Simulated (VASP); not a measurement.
Wanted: the native input for a VASP 6.6.1 run.

```yaml
Task: single point
Functional: PBEsol
Potentials_or_basis: VASP PAW PBE potentials, release 64 (Si, W_sv)
Cutoff: 520 eV
k_mesh: 12 × 12 × 6
Occupations: gaussian, width 0.1 eV
Spin: no spin polarisation
Dipole_correction: no
Further_INCAR_settings: ALGO = Normal; EDIFF = 1e-06; NBANDS = 31
```

The structure of Si2W lies in POSCAR:

```
Si2W
1.0
    3.1064245753      0.0000000000      0.0000000000
    0.0000000000      3.2290075226      0.0000000000
    0.0000000000      0.0000000000      7.8500428629
Si W
4 2
Direct
    0.0000000000      0.0000000000      0.3342265515
    0.5000000000      0.5000000000      0.1657734485
    0.5000000000      0.5000000000      0.8342265515
    0.0000000000      0.0000000000      0.6657734485
    0.0000000000      0.0000000000      0.0000000000
    0.5000000000      0.5000000000      0.5000000000
```

This cell differs from its parent crystal: uniaxial strain along a: -3.0 %, then relaxed in part.

The input as run:

INCAR

```
SYSTEM = Si2W
PREC = Accurate
ENCUT = 520
EDIFF = 1E-6
ISMEAR = 0
SIGMA = 0.1
LREAL = .FALSE.
LASPH = .TRUE.
NELM = 60
ALGO = Normal
ISIF = 2
LWAVE = .FALSE.
LCHARG = .TRUE.
GGA = PS
LELF = .TRUE.
LVHAR = .TRUE.
NBANDS = 31
```

KPOINTS

```
Automatic mesh
0
G
  12 12 6
  0 0 0
```

Potentials or basis: VASP PAW PBE potentials, release 64 (Si, W_sv).

Run with:

```sh
$ cat potpaw_PBE.64/Si/POTCAR potpaw_PBE.64/W_sv/POTCAR > POTCAR
$ mpirun -np 1 vasp_std > vasp.out
```

It gave:

```json
{
 "Pressure": "4.5 GPa",
 "Largest force": "0.003 eV/Å",
 "Band gap on the k mesh": "zero (bands 22 and 23 overlap by 1.18 eV)"
}
```

Caveat: the cell differs from its parent crystal (uniaxial strain along a: -3.0 %, then relaxed in part); the cell stands under pressure; the PAW data sets were made with another functional, which shifts forces and pressure a little; spin-orbit coupling is left out, which moves the levels of the heavy elements.

It took 3.1 min on 1 thread of Intel(R) Xeon(R) Platinum 8559C (Emerald Rapids), on a shared host, peak memory 0.46 GiB.
